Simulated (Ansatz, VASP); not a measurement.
**HgTe: VASP beside Ansatz**

File POSCAR:

```
HgTe
1.0
    0.0000000000      3.2036397821      3.2036397821
    3.2036397821      0.0000000000      3.2036397821
    3.2036397821      3.2036397821      0.0000000000
Hg Te
1 1
Direct
    0.0000000000      0.0000000000      0.0000000000
    0.2500000000      0.2500000000      0.2500000000
```

The input INCAR.step1:

```
PREC     = Accurate       # precision mode
ENCUT    = 520            # plane-wave cutoff, eV
ISMEAR   = -1             # smearing method
SIGMA    = 0.02           # smearing width, eV
LREAL    = False          # projectors in reciprocal space
LASPH    = True           # aspherical terms in the spheres
NELM     = 60             # most SCF steps
NBANDS   = 16             # bands
GGA      = PE             # functional
ALGO     = Normal         # electronic algorithm
EDIFF    = 1E-4           # SCF threshold, eV
LWAVE    = True           # write WAVECAR
LCHARG   = False          # write CHGCAR
```

The input INCAR.step2:

```
PREC     = Accurate       # precision mode
ENCUT    = 520            # plane-wave cutoff, eV
EDIFF    = 1E-7           # SCF threshold, eV
ISMEAR   = -1             # smearing method
SIGMA    = 0.02           # smearing width, eV
LREAL    = False          # projectors in reciprocal space
LASPH    = True           # aspherical terms in the spheres
NELM     = 60             # most SCF steps
ALGO     = Normal         # electronic algorithm
ISIF     = 2              # what is computed and relaxed
LWAVE    = False          # write WAVECAR
LCHARG   = False          # write CHGCAR
METAGGA  = R2SCAN         # meta-GGA
LMIXTAU  = True         
NBANDS   = 16             # bands
ISTART   = 1
```

The input KPOINTS:

```
Automatic mesh
0
Gamma
  6 6 6
```

Input for Ansatz:

```yaml
crystal:
  lattice:
    - [0.0, 3.2036397821, 3.2036397821]
    - [3.2036397821, 0.0, 3.2036397821]
    - [3.2036397821, 3.2036397821, 0.0]
  atoms:
    - { symbol: Hg, position: [0.0, 0.0, 0.0] }
    - { symbol: Te, position: [0.25, 0.25, 0.25] }
kpoints:
  mp_grid: { grid: [6, 6, 6] }
  band_path:
    path:
      - [0.0, 0.0, 0.0]
      - [-0.5, -0.5, 0.0]
      - [-0.375, -0.375, 0.25]
      - [-0.375, 0.0, 0.375]
      - [0.0, 0.0, 0.5]
      - [-0.5, -0.25, 0.25]
    npoints: 1
hamiltonian:
  xc: r2scan
scf:
  occupations: { method: fermi_dirac, width: 0.02 }
  n_extra_bands: 4
output:
  forces: true
  stress: true
  eigenvalues: true
```

Change from the starting cell: hydrostatic strain -2.6%.

Alike in both runs: task single point; functional r2SCAN; k mesh 6 × 6 × 6; occupations fermi-dirac, width 0.02 eV; no spin polarisation.

|  | VASP | Ansatz |
| --- | --- | --- |
| version | VASP 6.6.1 | Ansatz 0.2.0 |
| potentials or method | VASP PAW PBE potentials, release 64 (Hg, Te) | plane waves, PAW |
| plane-wave cutoff (eV) | 520 | 500 |
| valence electrons in the cell | 18 | 36 |

```csv
,VASP,Ansatz,Ansatz less VASP
pressure (GPa),3.9,3.8,-0.09
```

VASP's potentials were made for PBE, not for r2SCAN. VASP's potentials hold 18 valence electrons a cell and Ansatz's 36, so a difference there can come from the potentials and not from the codes.

Spin-orbit coupling is off throughout.
